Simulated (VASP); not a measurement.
Set up this calculation in VASP 6.6.1, as the native input.

```yaml
Task: relaxation of cell and atoms
Functional: PBE
Potentials_or_basis: VASP PAW PBE potentials, release 64 (Li_sv, F)
Cutoff: 600 eV
k_mesh: 6 × 6 × 6
Occupations: gaussian, width 0.1 eV
Spin: no spin polarisation
Dipole_correction: no
Further_INCAR_settings: ALGO = Normal; EDIFF = 1e-06; IBRION = 2; EDIFFG = -0.025; NSW = 80; ISIF = 3
```

The structure of LiF lies in POSCAR:

```
LiF
1.0
   -0.0164455928      2.0326638515      2.0150083097
    2.0644902490      2.0350701823     -0.0188519236
   -2.0575771556      4.0820791946     -2.0153142086
Li F
2 2
Direct
    0.7830725395      0.7629209312      0.7602226205
    0.2397231509      0.3412921735      0.2409274029
    0.4575743799      0.4495752246      0.5045828721
    0.0196299297      0.9462116707      0.9942671046
```

One way to write it, as run:

INCAR

```
ALGO = Normal
EDIFF = 1E-6
EDIFFG = -0.025
ENCUT = 600
GGA = PE
IBRION = 2
ISIF = 3
ISMEAR = 0
LASPH = True
LCHARG = False
LREAL = False
LWAVE = False
NELM = 60
NSW = 80
PREC = Accurate
SIGMA = 0.1
```

KPOINTS

```
k-points
0
Gamma
  6 6 6
```

Potentials or basis: VASP PAW PBE potentials, release 64 (Li_sv, F).

The run is started by

```bash
$ cat potpaw_PBE.64/Li_sv/POTCAR potpaw_PBE.64/F/POTCAR > POTCAR
$ mpirun -np 1 vasp_std > vasp.out
```

Results of the run:

| Quantity | Value |
| --- | --- |
| Relaxed volume | 8.31 Å³/atom |
| Relaxed cell | a = 2.866 Å, b = 2.863 Å, c = 4.963 Å, α = 73.23°, β = 73.29°, γ = 60.03° |
| Space group after relaxing (to 0.1 Å) | Fm-3m (No. 225) |
| Energy gained by relaxing | 58.8 meV/atom |
| Ionic steps | 12 |
| Pressure after relaxing | 0.0 GPa |
| Largest force after relaxing | 0.011 eV/Å |
| Band gap on the k mesh | 8.93 eV |

Caveat: the k points lie up to 0.43 Å⁻¹ apart in the final cell; the cutoff is under 1.25 times the usual one of these potentials, so pressure, stress and relaxed cells hold a basis-set (Pulay) error.

It took 2 min on 1 thread of Intel(R) Xeon(R) 6975P-C (Granite Rapids) (shared host), peak memory 0.19 GiB.
